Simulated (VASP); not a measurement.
Wanted: the native input for a VASP 6.6.1 run.

```
Task                   : single point
Functional             : PBEsol
Potentials or basis    : VASP PAW PBE potentials, release 64 (Na_pv)
Cutoff                 : 520 eV
k mesh                 : 9 × 9 × 9
Occupations            : fermi-dirac, width 0.005 eV
Spin                   : no spin polarisation
Dipole correction      : no
Further INCAR settings : ALGO = Normal; EDIFF = 1e-06; NBANDS = 14; ISYM = 0
```

The structure of Na lies in POSCAR:

```
Na
1.0
    0.0000000000      3.5845511268      3.5845511268
    3.5845511268      0.0000000000      3.5845511268
    3.5845511268      3.5845511268      0.0000000000
Na
2
Direct
   -0.1250000000     -0.1250000000     -0.1250000000
    0.1250000000      0.1250000000      0.1250000000
```

This isn't the form of Na at room conditions, which is bcc.

The input as run:

INCAR

```
PREC = Accurate ; ENCUT = 520
EDIFF = 1E-6 ; ISMEAR = -1
SIGMA = 0.005 ; LREAL = False
LASPH = True ; NELM = 60
ALGO = Normal ; ISIF = 2
LWAVE = False ; LCHARG = False
GGA = PS ; ISYM = 0
NBANDS = 14
```

KPOINTS

```
Automatic mesh
0
Gamma
  9 9 9
```

Potentials or basis: VASP PAW PBE potentials, release 64 (Na_pv).

The run is started by

```console
$ cat potpaw_PBE.64/Na_pv/POTCAR > POTCAR
$ mpirun -np 1 vasp_std > vasp.out
```

Results of the run:

```json
{
  "Pressure": "0.5 GPa",
  "Band gap on the k mesh": "zero (bands 7 and 8 overlap by 0.62 eV)"
}
```

Caveat: the PAW data sets were made with another functional, which shifts forces and pressure a little.

Run time: 4.3 min on 1 thread of Intel(R) Xeon(R) Platinum 8259CL CPU @ 2.50GHz (Skylake/Cascade Lake), on a shared host, peak memory 0.47 GiB.
